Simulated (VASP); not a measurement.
Write the native input for VASP 6.6.1 that does the following.

```
Task                   : single point
Functional             : PBE
Potentials or basis    : VASP PAW PBE potentials, release 64 (Ni, Si)
Cutoff                 : 520 eV
k mesh                 : 5 × 5 × 3
Occupations            : fermi-dirac, width 0.05 eV
Spin                   : collinear spin, ferromagnetic start
Starting moments       : [1.0, 1.0, 1.0, 1.0, 1.0, 1.0, 1.0, 1.0, 0.0, 0.0, 0.0, 0.0] μB
Dipole correction      : no
Further INCAR settings : ALGO = Normal; EDIFF = 1e-07; NBANDS = 64
```

The structure of SiNi2 lies in POSCAR:

```
SiNi2
1.0
    4.7904000000      0.0000000000      0.0000000000
    0.0000000000      3.7200000000      0.0000000000
    0.0000000000      0.0000000000      7.0300000000
Ni Si
8 4
Direct
    0.3261076144      0.7500000000      0.9406904871
    0.6738923856      0.2500000000      0.0593095129
    0.1738923856      0.2500000000      0.4406904871
    0.8261076144      0.7500000000      0.5593095129
    0.4551503147      0.7500000000      0.2904037852
    0.5448496853      0.2500000000      0.7095962148
    0.0448496853      0.2500000000      0.7904037852
    0.9551503147      0.7500000000      0.2095962148
    0.7976454787      0.7500000000      0.8863748515
    0.2023545213      0.2500000000      0.1136251485
    0.7023545213      0.2500000000      0.3863748515
    0.2976454787      0.7500000000      0.6136251485
```

One way to write it, as run:

INCAR

```
SYSTEM = SiNi2
  PREC = Accurate
  ENCUT = 520
  EDIFF = 1E-7
  ISMEAR = -1
  SIGMA = 0.05
  LREAL = .False.
  LASPH = .True.
  NELM = 150
  ALGO = Normal
  ISIF = 2
  LWAVE = .False.
  LCHARG = .True.
  ISPIN = 2
  MAGMOM = 1 1 1 1 1 1 1 1 0 0 0 0
  LORBIT = 11
  LMAXMIX = 4
  GGA = PE
  LELF = .True.
  LVHAR = .True.
  NBANDS = 64
```

KPOINTS

```
regular mesh
0
Gamma
  5 5 3
  0 0 0
```

Potentials or basis: VASP PAW PBE potentials, release 64 (Ni, Si).

The run is started by

```bash
$ cat potpaw_PBE.64/Ni/POTCAR potpaw_PBE.64/Si/POTCAR > POTCAR
$ mpirun -np 1 vasp_std > vasp.out
```

Results of the run:

```
Pressure                                              : 11.8 GPa
Largest force                                         : 0.018 eV/Å
Band gap on the k mesh                                : zero (filled and empty bands overlap)
Net moment                                            : 0.00 μB per cell
Valence electrons inside the program's atomic spheres : Ni 9.63, 9.56 (each value once); Si 1.64
```

Caveat: the cell stands under pressure; the moments typed at the start vanished in this run.

It took 3.5 min on 1 thread of Intel(R) Xeon(R) 6975P-C (Granite Rapids), on a shared host, peak memory 0.38 GiB.
